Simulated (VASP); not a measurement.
# Al2Cu (I4/mmm) in VASP: settings compared

Aim: see how the results for Al2Cu move with the level of theory and the settings. Levels: LDA, r2SCAN. Tasks: single point.

All numbers are computed with VASP 6.6.1; they aren't measurements. Logs are shortened: lines on timing, memory, paths and dates and some standing lists are left out, and cuts for length are marked.

### 1 The cell of the first run

The structure is tetragonal, space group I4/mmm (No. 139). Conventional cell: a = 4.140 Å, b = 4.140 Å, c = 5.814 Å, α = 90.00°, β = 90.00°, γ = 90.00°. Within 3.3 Å of Cu (site symmetry 4/mmm) lie 8 Al at 2.53 Å. Al (site symmetry -4m2) has 4 Cu at 2.53 Å and 6 Al at 2.91 to 2.93 Å within 3.3 Å.

### 2 Single point, LDA

The input, INCAR:

```
  PREC = Accurate
  ENCUT = 520
  EDIFF = 1E-6
  ISMEAR = -1
  SIGMA = 0.05
  LREAL = F
  LASPH = T
  NELM = 80
  ALGO = Fast
  ISIF = 2
  LWAVE = F
  LCHARG = T
  GGA = CA
  LELF = T
  LVHAR = T
  NBANDS = 16
```

The input, KPOINTS:

```
regular mesh
0
Gamma
  9 9 9
```

The input, POSCAR:

```
Al2Cu
1.0
   -2.0701581488      2.0701581488      2.9070120003
    2.0701581488     -2.0701581488      2.9070120003
    2.0701581488      2.0701581488     -2.9070120003
Cu Al
1 2
Direct
    0.5000000000      0.5000000000      0.0000000000
    0.2500000000      0.7500000000      0.5000000000
    0.7500000000      0.2500000000      0.5000000000
```

Potentials or basis: VASP PAW LDA potentials, release 64 (Cu, Al).

Run with:

```
> cat potpaw_LDA.64/Cu/POTCAR potpaw_LDA.64/Al/POTCAR > POTCAR
> mpirun -np 1 vasp_std > vasp.out
```

OUTCAR:

```text
PREC = Accurate
   ENCUT = 520
   EDIFF = 1E-6
   ISMEAR = -1
   LREAL = F
   LASPH = T
   NELM = 80
   ISIF = 2
   GGA = CA

 ion  position               nearest neighbor table
   1  0.500  0.500  0.000-   2 2.53   3 2.53   2 2.53   3 2.53   2 2.53   3 2.53   2 2.53   3 2.53

   2  0.250  0.750  0.500-   1 2.53   1 2.53   1 2.53   1 2.53   3 2.91   3 2.91   3 2.93   3 2.93
                             3 2.93   3 2.93
   3  0.750  0.250  0.500-   1 2.53   1 2.53   1 2.53   1 2.53   2 2.91   2 2.91   2 2.93   2 2.93
                             2 2.93   2 2.93

  LATTYP: Found a body centered tetragonal cell.
 ALAT       =     4.1403162976
 C/A-ratio  =     1.4042463384

  Lattice vectors:

 A1 = (  -2.0701581488,   2.0701581488,   2.9070120003)
 A2 = (   2.0701581488,  -2.0701581488,   2.9070120003)
 A3 = (   2.0701581488,   2.0701581488,  -2.9070120003)

Analysis of symmetry for initial positions (statically):
=====================================================================
 Subroutine PRICEL returns:
 Original cell was already a primitive cell.

 Routine SETGRP: Setting up the symmetry group for a
 body centered tetragonal supercell.

 Subroutine GETGRP returns: Found 16 space group operations
 (whereof 16 operations were pure point group operations)
 out of a pool of 16 trial point group operations.

The static configuration has the point symmetry D_4h.

Analysis of symmetry for dynamics (positions and initial velocities):
=====================================================================
 Subroutine PRICEL returns:
 Original cell was already a primitive cell.

 Routine SETGRP: Setting up the symmetry group for a
 body centered tetragonal supercell.

 Subroutine GETGRP returns: Found 16 space group operations
 (whereof 16 operations were pure point group operations)
 out of a pool of 16 trial point group operations.

The dynamic configuration has the point symmetry D_4h.

 Subroutine INISYM returns: Found 16 space group operations
 (whereof 16 operations are pure point group operations),
 and found     1 'primitive' translations

----------------------------------------------------------------------------------------

                                     Primitive cell

  volume of cell :      49.8326

  direct lattice vectors                    reciprocal lattice vectors
    -2.070158149  2.070158149  2.907012000     0.000000000  0.241527441  0.171997914
     2.070158149 -2.070158149  2.907012000     0.241527441  0.000000000  0.171997914
     2.070158149  2.070158149 -2.907012000     0.241527441  0.241527441  0.000000000

  length of vectors
     4.125751846  4.125751846  4.125751846     0.296511024  0.296511024  0.341571383

  position of ions in fractional coordinates (direct lattice)
     0.500000000  0.500000000  0.000000000
     0.250000000  0.750000000  0.500000000
     0.750000000  0.250000000  0.500000000

  ion indices of the primitive-cell ions
   primitive index   ion index
                 1           1
                 2           2
                 3           3

----------------------------------------------------------------------------------------

 KPOINTS: regular mesh

Automatic generation of k-mesh.
 Grid dimensions read from file:
 generate k-points for:    9    9    9

 Generating k-lattice:

  Cartesian coordinates                     Fractional coordinates (reciprocal lattice)
     0.000000000  0.026836382  0.019110879     0.111111111  0.000000000  0.000000000
     0.026836382  0.000000000  0.019110879     0.000000000  0.111111111  0.000000000
     0.026836382  0.026836382  0.000000000     0.000000000  0.000000000  0.111111111

  Length of vectors
     0.032945669  0.032945669  0.037952376

  Shift w.r.t. Gamma in fractional coordinates (k-lattice)
     0.000000000  0.000000000  0.000000000

 Subroutine IBZKPT returns following result:
 ===========================================

 Found     75 irreducible k-points:

 Following reciprocal coordinates:
            Coordinates               Weight
  0.000000  0.000000  0.000000      1.000000
  0.111111 -0.000000  0.000000      8.000000
  0.222222  0.000000  0.000000      8.000000
  0.333333  0.000000 -0.000000      8.000000
  0.444444  0.000000  0.000000      8.000000
  0.111111  0.111111  0.000000      8.000000
[... 16 lines left out ...]
 -0.333333  0.333333  0.000000      4.000000
  0.444444  0.444444 -0.000000      8.000000
 [... further k-points ...]
   k-points           NKPTS =     75   k-points in BZ     NKDIM =     75   number of bands    NBANDS=     16
   number of dos      NEDOS =    301   number of ions     NIONS =      3
   total plane-waves  NPLWV =  32768
   dimension x,y,z NGX =    32 NGY =   32 NGZ =   32
   dimension x,y,z NGXF=    64 NGYF=   64 NGZF=   64
   ions per type =               1   2
   NGX,Y,Z   is equivalent  to a cutoff of  12.89, 12.89, 12.89 a.u.
   NGXF,Y,Z  is equivalent  to a cutoff of  25.79, 25.79, 25.79 a.u.
 SYSTEM =  unknown system
   PREC   = accura    normal or accurate (medium, high low for compatibility)
   ISTART =      0    job   : 0-new  1-cont  2-samecut
   ICHARG =      2    charge: 1-file 2-atom 10-const
   ISPIN  =      1    spin polarized calculation?
   LNONCOLLINEAR =      F non collinear calculations
   LSORBIT =      F    spin-orbit coupling
   LASPH  =      T    aspherical Exc in radial PAW
   ENCUT  =  520.0 eV  38.22 Ry    6.18 a.u.   7.67  7.67  7.67*2*pi/ulx,y,z
   NELM   =     80;   NELMIN=  2; NELMDL= -5     # of ELM steps
   EDIFF  = 0.1E-05   stopping-criterion for ELM
   LREAL  =      F    real-space projection
   EDIFFG = 0.1E-04   stopping-criterion for IOM
   NSW    =      0    number of steps for IOM
   IBRION =     -1    ionic relax: 0-MD 1-quasi-New 2-CG
   NFREE  =      0    steps in history (QN), initial steepest desc. (CG)
   ISIF   =      2    stress and relaxation
   ISYM   =      2    0-nonsym 1-usesym 2-fastsym
   POTIM  = 0.5000    time-step for ionic-motion
   TEBEG  =    0.0;   TEEND  =   0.0 temperature during run
   PSTRESS=    0.0 pullay stress
   NELECT =      17.0000    total number of electrons
   NUPDOWN=      -1.0000    fix difference up-down
   EMIN   =  10.00;   EMAX   =-10.00  energy-range for DOS
   EFERMI =   0.00;   METHOD = LEGACY
   ISMEAR =    -1;   SIGMA  =   0.05  broadening in eV -4-tet -1-fermi 0-gaus
   EFERMI_NEDOS =   21; number of points for ismear=-14 and -15
   IALGO  =     68    algorithm
   IMIX   =      4    mixing-type and parameters
     AMIX     =   0.40;   BMIX     =  1.00
     AMIX_MAG =   1.60;   BMIX_MAG =  1.00
  volume/ion in A,a.u.               =      16.61       112.10
  Fermi-wavevector in a.u.,A,eV,Ry     =   1.143896  2.161650 17.803195  1.308498
  Thomas-Fermi vector in A             =   2.280590
   LORBIT       =      0    0 simple, 1 ext, 2 COOP (PROOUT), +10 PAW based schemes
   GGA     = CA    functional components
   LHFCALC =     F    Hartree Fock is set to
   AEXX    =    0.0000 exact exchange contribution
   IVDW    =     0    specifies the selected vdW correction
   LEPSILON=     F    determine dielectric tensor
   LRPA    =     F    only Hartree local field effects (RPA)
 non-spin polarized calculation
 RMM-DIIS sequential band-by-band and
  energy-cutoff  :      520.00
  volume of cell :       49.83
 maximum number of plane-waves:      1363
   NGX = 15   NGY = 15   NGZ = 15

 number of electron      16.9999992 magnetization

 Free energy of the ion-electron system (eV)
  ---------------------------------------------------
  ext. energy  EPLUGINS =         0.00000000
  ---------------------------------------------------
  free energy    TOTEN  =       -13.58893825 eV

  energy without entropy =      -13.57630166  energy(sigma->0) =      -13.58261996

 E-fermi :   6.3821     XC(G=0): -10.4847

 val. band max:        6.3745049310   @ k =  -0.2222  -0.3333   0.1111
 cond. band min:       6.3867619345   @ k =  -0.1111  -0.4444   0.1111
 fundamental gap:      0.0122570035
 Fermi energy:         6.3821177696

 k-point     1 :       0.0000    0.0000    0.0000
  band No.  band energies     occupation
      1      -3.5197      2.00000
      2       1.9388      2.00000
      3       1.9442      2.00000
      4       1.9442      2.00000
      5       2.4794      2.00000
      6       2.4875      2.00000
[... 8 lines left out ...]
     15      13.0367      0.00000
     16      13.2518      0.00000

 k-point     2 :       0.1111   -0.0000    0.0000
  band No.  band energies     occupation
      1      -3.3599      2.00000
      2       1.8880      2.00000
      3       1.9646      2.00000
      4       1.9677      2.00000
      5       2.4742      2.00000
      6       2.4818      2.00000
[... 8 lines left out ...]
     15      12.1460      0.00000
     16      12.7709      0.00000

 k-point     3 :       0.2222    0.0000    0.0000
  band No.  band energies     occupation
      1      -2.8853      2.00000
      2       1.7137      2.00000
      3       2.0198      2.00000
      4       2.0214      2.00000
      5       2.4711      2.00000
      6       2.4769      2.00000
[... 8 lines left out ...]
     15      12.2435      0.00000
     16      13.3101      0.00000

 k-point     4 :       0.3333    0.0000   -0.0000
  band No.  band energies     occupation
      1      -2.1165      2.00000
      2       1.2934      2.00000
      3       2.0656      2.00000
      4       2.0669      2.00000
      5       2.4940      2.00000
      6       2.4960      2.00000
[... 8 lines left out ...]
     15      13.6853      0.00000
     16      14.9047      0.00000
[... 324 lines left out ...]
 k-point    22 :      -0.4444    0.3333   -0.0000
  band No.  band energies     occupation
      1      -0.8931      2.00000
      2       1.3909      2.00000
      3       1.8866      2.00000
      4       2.2977      2.00000
      5       2.3636      2.00000
      6       2.5942      2.00000
[... 8 lines left out ...]
     15      16.5191      0.00000
     16      18.0696      0.00000

 k-point    23 :      -0.3333    0.3333    0.0000
  band No.  band energies     occupation
      1      -1.6409      2.00000
      2       1.5184      2.00000
      3       2.1289      2.00000
      4       2.2235      2.00000
      5       2.2335      2.00000
      6       2.5905      2.00000
[... 8 lines left out ...]
     15      15.7207      0.00000
     16      16.7352      0.00000

 k-point    24 :       0.4444    0.4444   -0.0000
  band No.  band energies     occupation
      1       0.4184      2.00000
      2       0.8522      2.00000
      3       1.3255      2.00000
      4       2.3910      2.00000
      5       2.4500      2.00000
      6       2.5922      2.00000
[... 8 lines left out ...]
     15      16.7624      0.00000
     16      17.6956      0.00000

 [... further k-points ...]

------------------------ aborting loop because EDIFF is reached ----------------------------------------

  FORCE on cell =-STRESS in cart. coord.  units (eV):
  Direction    XX          YY          ZZ          XY          YZ          ZX
  --------------------------------------------------------------------------------------
  -------------------------------------------------------------------------------------
  Total       -2.3966852     -2.3966852     -2.3478535      0.0000000     -0.0000000     -0.0000000
  in kB      -77.0562204    -77.0562204    -75.4862258      0.0000000     -0.0000000     -0.0000000
  external PRESSURE =     -76.5328889 kB  Pullay stress =       0.0000000 kB

 VOLUME and BASIS-vectors are now :
 -----------------------------------------------------------------------------
  energy-cutoff  :      520.00
  volume of cell :       49.83
      direct lattice vectors                 reciprocal lattice vectors
    -2.070158149  2.070158149  2.907012000     0.000000000  0.241527441  0.171997914
     2.070158149 -2.070158149  2.907012000     0.241527441  0.000000000  0.171997914
     2.070158149  2.070158149 -2.907012000     0.241527441  0.241527441  0.000000000

 POSITION                                       TOTAL-FORCE (eV/Angst)
 -----------------------------------------------------------------------------------
      0.00000      0.00000      2.90701        -0.000000     -0.000000      0.000000
      2.07016      0.00000      1.45351        -0.000000      0.000000     -0.000000
      0.00000      2.07016      1.45351         0.000000     -0.000000      0.000000
 -----------------------------------------------------------------------------------
    total drift:                               -0.000000      0.000000     -0.000000

  FREE ENERGIE OF THE ION-ELECTRON SYSTEM (eV)
  ---------------------------------------------------
  free  energy   TOTEN  =       -13.5889382524 eV

  energy  without entropy=      -13.5763016614  energy(sigma->0) =      -13.58261996
```

Run time: 33 s. Hardware: 1 thread of Intel Xeon 6975P-C (Granite Rapids), shared host; peak memory 0.19 GiB.

What came out:

```yaml
Free_energy: -13.5889 eV
Pressure: -7.7 GPa
```

Levels at points of the mesh, in eV from the Fermi level:
| k point | band 6 | band 7 | band 8 | band 9 | band 10 | band 11 | band 12 | band 13 |
| --- | --- | --- | --- | --- | --- | --- | --- | --- |
| (0.00, 0.00, 0.00) | -3.89 | 2.73 | 2.80 | 2.80 | 2.91 | 2.91 | 2.96 | 3.60 |

(Part 1 of 2 ends here.)
